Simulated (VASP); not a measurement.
Input of a VASP 6.6.1 run:

The input POSCAR:

```
C
1.0
    2.4561701600      0.0000000000      0.0000000000
   -1.2280850800      2.1271057600      0.0000000000
    0.0000000000      0.0000000000     22.5238033600
C
4
Direct
    0.3333333300      0.6666666700      0.3107823261
    0.6666666700      0.3333333300      0.3107823261
    0.3333333300      0.6666666700      0.6892176739
    0.6666666700      0.3333333300      0.6892176739
```

The input INCAR.step1:

```
PREC = Accurate
ENCUT = 520
ISMEAR = 1
SIGMA = 0.01
LREAL = F
LASPH = T
NELM = 100
LDIPOL = T
IDIPOL = 3
DIPOL = 0.5 0.5 0.500
NBANDS = 16
GGA = PE
ALGO = Normal
EDIFF = 1E-4
LWAVE = T
LCHARG = F
```

Contents of INCAR.step2:

```
PREC = Accurate
ENCUT = 520
EDIFF = 1E-6
ISMEAR = 1
SIGMA = 0.01
LREAL = F
LASPH = T
NELM = 100
ALGO = Normal
ISIF = 2
LWAVE = F
LCHARG = T
LDIPOL = T
IDIPOL = 3
DIPOL = 0.5 0.5 0.500
METAGGA = R2SCAN
LMIXTAU = T
LELF = T
LVHAR = T
LVACPOTAV = T
NBANDS = 16
ISTART = 1
```

The input KPOINTS:

```
Automatic mesh
0
Gamma
  8 8 1
```

Potentials or basis: VASP PAW PBE potentials, release 64 (C).

Command:

```sh
$ cat potpaw_PBE.64/C/POTCAR > POTCAR
$ cp INCAR.step1 INCAR
$ mpirun -np 1 vasp_std > vasp.out
$ cp INCAR.step2 INCAR
$ mpirun -np 1 vasp_std > vasp.out
```

(1) Predict the band gap on the k mesh.

Answers

(1) 2.12 eV, direct.
